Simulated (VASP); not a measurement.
A run of VASP 6.6.1:

File INCAR:

```
PREC = Accurate ; ENCUT = 520
EDIFF = 1E-7 ; ISMEAR = -1
SIGMA = 0.05 ; LREAL = F
LASPH = T ; NELM = 100
ALGO = Normal ; ISIF = 2
LWAVE = F ; LCHARG = T
GGA = PE ; IVDW = 12
LELF = T ; LVHAR = T
NBANDS = 57
```

The input KPOINTS:

```
regular mesh
0
Gamma
  4 5 3
```

File POSCAR:

```
HPbNO4
1.0
    6.4345300000      0.0000000000      0.0087200000
    0.0000000000      4.1108900000      0.0000000000
   -3.1488400000      0.0000000000      7.7202600000
H Pb N O
2 2 2 8
Direct
    0.2935600000      0.0966200000      0.5119500000
    0.7064400000      0.5966200000      0.4880500000
    0.9850400000      0.6050500000      0.2926400000
    0.0149600000      0.1050400000      0.7073600000
    0.5923000000      0.3658700000      0.7929000000
    0.4077000000      0.8658700000      0.2071000000
    0.1282400000      0.0919800000      0.4567200000
    0.4141900000      0.4619000000      0.8056400000
    0.7804200000      0.4654400000      0.8940100000
    0.5839600000      0.1626200000      0.6732500000
    0.8717600000      0.5919800000      0.5432800000
    0.5858100000      0.9619000000      0.1943600000
    0.2195800000      0.9654400000      0.1059900000
    0.4160400000      0.6626200000      0.3267500000
```

Potentials or basis: VASP PAW PBE potentials, release 64 (H, Pb_d, N, O).

Launch:

```console
$ cat potpaw_PBE.64/H/POTCAR potpaw_PBE.64/Pb_d/POTCAR potpaw_PBE.64/N/POTCAR potpaw_PBE.64/O/POTCAR > POTCAR
$ mpirun -np 1 vasp_std > vasp.out
```

Hardware: 1 thread of Intel(R) Xeon(R) Platinum 8259CL CPU @ 2.50GHz (Skylake/Cascade Lake), on a shared host.

Question: How long does it take, and how much memory?

Answer: Wall time 9.4 min on 1 thread of Intel(R) Xeon(R) Platinum 8259CL CPU @ 2.50GHz (Skylake/Cascade Lake), on a shared host, peak memory 0.47 GiB. Counts: scf iterations 18, k points 31.
